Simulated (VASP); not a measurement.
A run of VASP 6.6.1 is set up as follows.

File INCAR:

```
SYSTEM = Cu
PREC     = Accurate       ! precision mode
ENCUT    = 520            ! plane-wave cutoff, eV
EDIFF    = 1E-7           ! SCF threshold, eV
ISMEAR   = 0              ! smearing method
SIGMA    = 0.1            ! smearing width, eV
LREAL    = .FALSE.        ! projectors in reciprocal space
LASPH    = .TRUE.         ! aspherical terms in the spheres
NELM     = 100            ! most SCF steps
ALGO     = Normal         ! electronic algorithm
ISIF     = 2              ! what is computed and relaxed
LWAVE    = .FALSE.        ! write WAVECAR
LCHARG   = .FALSE.        ! write CHGCAR
NBANDS   = 12             ! bands
```

Contents of KPOINTS:

```
regular mesh
0
G
  12 12 12
  0 0 0
```

File POSCAR:

```
Cu
1.0
    0.0000000000      1.7588590970      1.7588590970
    1.7588590970      0.0000000000      1.7588590970
    1.7588590970      1.7588590970      0.0000000000
Cu
1
Direct
    0.0000000000      0.0000000000      0.0000000000
```

Potentials or basis: VASP PAW LDA potentials, release 64 (Cu).

Run with:

```bash
$ cat potpaw_LDA.64/Cu/POTCAR > POTCAR
$ mpirun -np 1 vasp_std > vasp.out
```

(1) What does it give for the pressure?

Answers

(1) 0.8 GPa.
